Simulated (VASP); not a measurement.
# Ti2HC (R-3m) in VASP: single point with PBEsol

Aim: the single point of Ti2HC with PBEsol.

All numbers are computed with VASP 6.6.1; they aren't measurements. Logs are shortened: lines on timing, memory, paths and dates and some standing lists are left out, and cuts for length are marked.

## 1. The cell of the first run

Symmetry: R-3m, No. 166, trigonal system. Conventional cell: a = 3.096 Å, b = 3.096 Å, c = 15.246 Å, α = 90.00°, β = 90.00°, γ = 120.00°. Ti (site symmetry 3m) has 3 C at 2.09 Å and 3 H at 2.30 Å and 3 Ti at 2.82 Å within 2.9 Å. Within 3.2 Å of H (site symmetry -3m) lie 6 Ti at 2.30 Å and 6 H at 3.10 Å and 6 C at 3.11 Å. Within 2.8 Å of C (site symmetry -3m) lie 6 Ti at 2.09 Å.

## 2. Single point, PBEsol (strained)

Contents of INCAR:

```
  PREC = Accurate
  ENCUT = 520
  EDIFF = 1E-6
  ISMEAR = 0
  SIGMA = 0.1
  LREAL = F
  LASPH = T
  NELM = 100
  ALGO = Normal
  ISIF = 2
  LWAVE = F
  LCHARG = F
  GGA = PS
  NBANDS = 22
```

Contents of KPOINTS:

```
Automatic mesh
0
Gamma
  15 15 15
```

Contents of POSCAR:

```
Ti2HC
1.0
    1.5481094360      0.8938013996      5.0820456907
   -1.5481094360      0.8938013996      5.0820456907
    0.0000000000     -1.7876027993      5.0820456907
Ti H C
2 1 1
Direct
    0.7619528982      0.7619528982      0.7619528982
    0.2380471018      0.2380471018      0.2380471018
    0.0000000000      0.0000000000      0.0000000000
    0.5000000000      0.5000000000      0.5000000000
```

Potentials or basis: VASP PAW PBE potentials, release 64 (Ti_sv, H, C).

On the command line:

```bash
> cat potpaw_PBE.64/Ti_sv/POTCAR potpaw_PBE.64/H/POTCAR potpaw_PBE.64/C/POTCAR > POTCAR
> mpirun -np 1 vasp_std > vasp.out
```

OUTCAR:

```text
PREC = Accurate
   ENCUT = 520
   EDIFF = 1E-6
   ISMEAR = 0
   LREAL = F
   LASPH = T
   NELM = 100
   ISIF = 2
   GGA = PS

 ion  position               nearest neighbor table
   1  0.762  0.762  0.762-   4 2.09   4 2.09   4 2.09   2 2.82   2 2.82   2 2.82
   2  0.238  0.238  0.238-   4 2.09   4 2.09   4 2.09   1 2.82   1 2.82   1 2.82
   3  0.000  0.000  0.000-
   4  0.500  0.500  0.500-   2 2.09   2 2.09   1 2.09   1 2.09   2 2.09   1 2.09

  LATTYP: Found a trigonal (rhomboedric) cell.
 ALAT       =     5.3872731665
 COS(alpha) =     0.8348436347

  Lattice vectors:

 A1 = (   1.5481094360,   0.8938013996,   5.0820456907)
 A2 = (  -1.5481094360,   0.8938013996,   5.0820456907)
 A3 = (   0.0000000000,  -1.7876027993,   5.0820456907)

Analysis of symmetry for initial positions (statically):
=====================================================================
 Subroutine PRICEL returns:
 Original cell was already a primitive cell.

 Routine SETGRP: Setting up the symmetry group for a
 trigonal (rhombohedral) supercell.

 Subroutine GETGRP returns: Found 12 space group operations
 (whereof 12 operations were pure point group operations)
 out of a pool of 12 trial point group operations.

The static configuration has the point symmetry D_3d.

Analysis of symmetry for dynamics (positions and initial velocities):
=====================================================================
 Subroutine PRICEL returns:
 Original cell was already a primitive cell.

 Routine SETGRP: Setting up the symmetry group for a
 trigonal (rhombohedral) supercell.

 Subroutine GETGRP returns: Found 12 space group operations
 (whereof 12 operations were pure point group operations)
 out of a pool of 12 trial point group operations.

The dynamic configuration has the point symmetry D_3d.

 Subroutine INISYM returns: Found 12 space group operations
 (whereof 12 operations are pure point group operations),
 and found     1 'primitive' translations

----------------------------------------------------------------------------------------

                                     Primitive cell

  volume of cell :      42.1922

  direct lattice vectors                    reciprocal lattice vectors
     1.548109436  0.893801400  5.082045691     0.322974583  0.186469463  0.065590385
    -1.548109436  0.893801400  5.082045691    -0.322974583  0.186469463  0.065590385
[... 88 lines left out ...]
   NELM   =    100;   NELMIN=  2; NELMDL= -5     # of ELM steps
   EDIFF  = 0.1E-05   stopping-criterion for ELM
   LREAL  =      F    real-space projection
   EDIFFG = 0.1E-04   stopping-criterion for IOM
   NSW    =      0    number of steps for IOM
   IBRION =     -1    ionic relax: 0-MD 1-quasi-New 2-CG
   NFREE  =      0    steps in history (QN), initial steepest desc. (CG)
   ISIF   =      2    stress and relaxation
   ISYM   =      2    0-nonsym 1-usesym 2-fastsym
   POTIM  = 0.5000    time-step for ionic-motion
   TEBEG  =    0.0;   TEEND  =   0.0 temperature during run
   PSTRESS=    0.0 pullay stress
   NELECT =      29.0000    total number of electrons
   NUPDOWN=      -1.0000    fix difference up-down
   EMIN   =  10.00;   EMAX   =-10.00  energy-range for DOS
   EFERMI =   0.00;   METHOD = LEGACY
   ISMEAR =     0;   SIGMA  =   0.10  broadening in eV -4-tet -1-fermi 0-gaus
   EFERMI_NEDOS =   21; number of points for ismear=-14 and -15
   IALGO  =     38    algorithm
   IMIX   =      4    mixing-type and parameters
     AMIX     =   0.40;   BMIX     =  1.00
     AMIX_MAG =   1.60;   BMIX_MAG =  1.00
  volume/ion in A,a.u.               =      10.55        71.18
  Fermi-wavevector in a.u.,A,eV,Ry     =   1.444763  2.730207 28.399993  2.087341
  Thomas-Fermi vector in A             =   2.563021
   LORBIT       =      0    0 simple, 1 ext, 2 COOP (PROOUT), +10 PAW based schemes
   GGA     = PS    functional components
   LHFCALC =     F    Hartree Fock is set to
   AEXX    =    0.0000 exact exchange contribution
   IVDW    =     0    specifies the selected vdW correction
   LEPSILON=     F    determine dielectric tensor
   LRPA    =     F    only Hartree local field effects (RPA)
 non-spin polarized calculation
 Gauss-broadening in eV      SIGMA  =   0.10
  energy-cutoff  :      520.00
  volume of cell :       42.19
 maximum number of plane-waves:      1154
   NGX = 19   NGY = 19   NGZ = 19

 number of electron      29.0000003 magnetization

 Free energy of the ion-electron system (eV)
  ---------------------------------------------------
  ext. energy  EPLUGINS =         0.00000000
  ---------------------------------------------------
  free energy    TOTEN  =       -32.49984378 eV

  energy without entropy =      -32.48803114  energy(sigma->0) =      -32.49393746

 E-fermi :   8.1945     XC(G=0): -11.9043

 val. band max:        8.1939208342   @ k =  -0.4000   0.4667   0.1333
 cond. band min:       8.1977697819   @ k =  -0.4667   0.4000   0.1333
 fundamental gap:      0.0038489477
 Fermi energy:         8.1945352924

 k-point     1 :       0.0000    0.0000    0.0000
  band No.  band energies     occupation
      1     -48.4174      2.00000
      2     -48.3098      2.00000
      3     -25.1034      2.00000
      4     -24.5961      2.00000
      5     -24.5961      2.00000
      6     -24.5632      2.00000
[... 589 lines left out ...]
     21      12.3425      0.00000
     22      13.8372      0.00000

 [... further k-points ...]

------------------------ aborting loop because EDIFF is reached ----------------------------------------

  FORCE on cell =-STRESS in cart. coord.  units (eV):
  Direction    XX          YY          ZZ          XY          YZ          ZX
  --------------------------------------------------------------------------------------
  -------------------------------------------------------------------------------------
  Total       -1.1892290     -1.1892290     -3.0366778      0.0000000      0.0000000      0.0000000
  in kB      -45.1589228    -45.1589228   -115.3126087      0.0000000      0.0000000      0.0000000
  external PRESSURE =     -68.5434847 kB  Pullay stress =       0.0000000 kB

 VOLUME and BASIS-vectors are now :
 -----------------------------------------------------------------------------
  energy-cutoff  :      520.00
  volume of cell :       42.19
      direct lattice vectors                 reciprocal lattice vectors
     1.548109436  0.893801400  5.082045691     0.322974583  0.186469463  0.065590385
    -1.548109436  0.893801400  5.082045691    -0.322974583  0.186469463  0.065590385
     0.000000000 -1.787602799  5.082045691     0.000000000 -0.372938925  0.065590385

 POSITION                                       TOTAL-FORCE (eV/Angst)
 -----------------------------------------------------------------------------------
      0.00000     -0.00000     11.61684        -0.000000      0.000000     -0.890018
      0.00000     -0.00000      3.62930        -0.000000     -0.000000      0.890018
      0.00000      0.00000      0.00000        -0.000000     -0.000000     -0.000000
      0.00000     -0.00000      7.62307         0.000000     -0.000000     -0.000000
 -----------------------------------------------------------------------------------
    total drift:                               -0.000000      0.000000     -0.000000

  FREE ENERGIE OF THE ION-ELECTRON SYSTEM (eV)
  ---------------------------------------------------
  free  energy   TOTEN  =       -32.4998437810 eV

  energy  without entropy=      -32.4880311402  energy(sigma->0) =      -32.49393746
```

OSZICAR:

```text
N       E                     dE             d eps       ncg     rms          rms(c)
DAV:   1     0.315716989186E+03    0.31572E+03   -0.14294E+04 15152   0.154E+03
DAV:   2    -0.105003500027E+01   -0.31677E+03   -0.30594E+03 15588   0.459E+02
DAV:   3    -0.383740627386E+02   -0.37324E+02   -0.36733E+02 25892   0.136E+02
DAV:   4    -0.407221779074E+02   -0.23481E+01   -0.23411E+01 19366   0.325E+01
DAV:   5    -0.408478839949E+02   -0.12571E+00   -0.12569E+00 22136   0.599E+00    0.224E+01
DAV:   6    -0.326948332276E+02    0.81531E+01   -0.50696E+01 19976   0.603E+01    0.559E+00
DAV:   7    -0.325290312363E+02    0.16580E+00   -0.31337E+00 22146   0.155E+01    0.404E+00
DAV:   8    -0.325079494842E+02    0.21082E-01   -0.51700E-01 18522   0.477E+00    0.992E-01
DAV:   9    -0.324977183787E+02    0.10231E-01   -0.79405E-02 19900   0.179E+00    0.637E-01
DAV:  10    -0.324998696400E+02   -0.21513E-02   -0.55223E-03 18476   0.766E-01    0.152E-01
DAV:  11    -0.324998283973E+02    0.41243E-04   -0.14392E-03 21256   0.264E-01    0.677E-02
DAV:  12    -0.324998487044E+02   -0.20307E-04   -0.19509E-04 21456   0.109E-01    0.167E-02
DAV:  13    -0.324998439154E+02    0.47889E-05   -0.84598E-06 19536   0.357E-02    0.668E-03
DAV:  14    -0.324998437810E+02    0.13439E-06   -0.15422E-06 13188   0.124E-02
   1 F= -.32499844E+02 E0= -.32493937E+02  d E =-.118126E-01
```

stdout:

```text
POSCAR found type information on POSCAR TiH C
 POSCAR found :  3 types and       4 ions
 scaLAPACK will be used
 -----------------------------------------------------------------------------
|                                                                             |
|                                                                             |
|     You enforced a specific xc type in the INCAR file but a different       |
|     I HOPE YOU KNOW WHAT YOU ARE DOING!                                     |
|                                                                             |
 -----------------------------------------------------------------------------

 LDA part: xc-table for (Slater+PW92), standard interpolation
 POSCAR, INCAR and KPOINTS ok, starting setup
 FFT: planning ... GRIDC
 FFT: planning ... GRID_SOFT
 FFT: planning ... GRID
 WAVECAR not read
 entering main loop
```

Run time: 10 min. Hardware: 1 thread of Intel Xeon Platinum 8488C (Sapphire Rapids), shared host; peak memory 0.46 GiB.

Results:

* Free energy: -32.4998 eV
* Pressure: -6.9 GPa
* Largest force: 0.890 eV/Å
* Band gap on the k mesh: zero (an odd number of electrons rules out a gap without spin polarisation)

Forces on the atoms (eV/Å):
```
Ti   0.000  0.000 -0.890
Ti   0.000  0.000  0.890
H    0.000  0.000  0.000
C    0.000  0.000  0.000
```

Stress tensor (GPa, compression positive):
```
 -4.52   0.00   0.00
  0.00  -4.52   0.00
  0.00   0.00 -11.53
```

Levels at points of the mesh, in eV from the Fermi level:
| k point | band 11 | band 12 | band 13 | band 14 | band 15 | band 16 | band 17 | band 18 | band 19 | band 20 |
| --- | --- | --- | --- | --- | --- | --- | --- | --- | --- | --- |
| (0.00, 0.00, 0.00) | -5.21 | -2.96 | -2.96 | 0.32 | 0.32 | 0.84 | 1.70 | 1.70 | 2.79 | 2.79 |

Caveat: the cell differs from its parent crystal (strained); the stress differs along the axes, from -12 to -5 GPa; the PAW data sets were made with another functional, which shifts forces and pressure a little.
